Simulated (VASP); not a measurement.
Input of a VASP 6.6.1 run:

INCAR

```
ALGO = Normal ; EDIFF = 1E-7
ENCUT = 520 ; ISIF = 2
ISMEAR = 0 ; LASPH = True
LCHARG = True ; LELF = True
LREAL = False ; LVHAR = True
LWAVE = False ; NBANDS = 44
NELM = 100 ; PREC = Accurate
SIGMA = 0.02
```

Contents of KPOINTS:

```
k-points
0
Gamma
  6 6 4
```

Contents of POSCAR:

```
SiO2
1.0
    5.0868560870      0.0000000000      0.0000000000
   -2.5434280435      4.4053465967      0.0000000000
    0.0000000000      0.0000000000      8.5489052467
Si O
4 8
Direct
    0.6666666667      0.3333333333      0.9371930371
    0.6666666667      0.3333333333      0.5628069629
    0.3333333333      0.6666666667      0.0628069629
    0.3333333333      0.6666666667      0.4371930371
    0.0000000000      0.4276206366      0.0000000000
    0.4276206366      0.4276206366      0.5000000000
    0.5723793634      0.0000000000      0.5000000000
    0.5723793634      0.5723793634      0.0000000000
    0.0000000000      0.5723793634      0.5000000000
    0.6666666667      0.3333333333      0.7500000000
    0.3333333333      0.6666666667      0.2500000000
    0.4276206366      0.0000000000      0.0000000000
```

Potentials or basis: VASP PAW LDA potentials, release 64 (Si, O).

Launch:

```sh
$ cat potpaw_LDA.64/Si/POTCAR potpaw_LDA.64/O/POTCAR > POTCAR
$ mpirun -np 1 vasp_std > vasp.out
```

Predict the pressure.

-0.4 GPa.

Estimate the band gap on the k mesh.

5.39 eV, indirect (least direct gap 5.42 eV).

What does it give for the largest force?

0.013 eV/Å.

Stress tensor (GPa, compression positive):
```
-0.38  0.00  0.00
 0.00 -0.38  0.00
 0.00  0.00 -0.49
```

 A k mesh can miss the band edges.
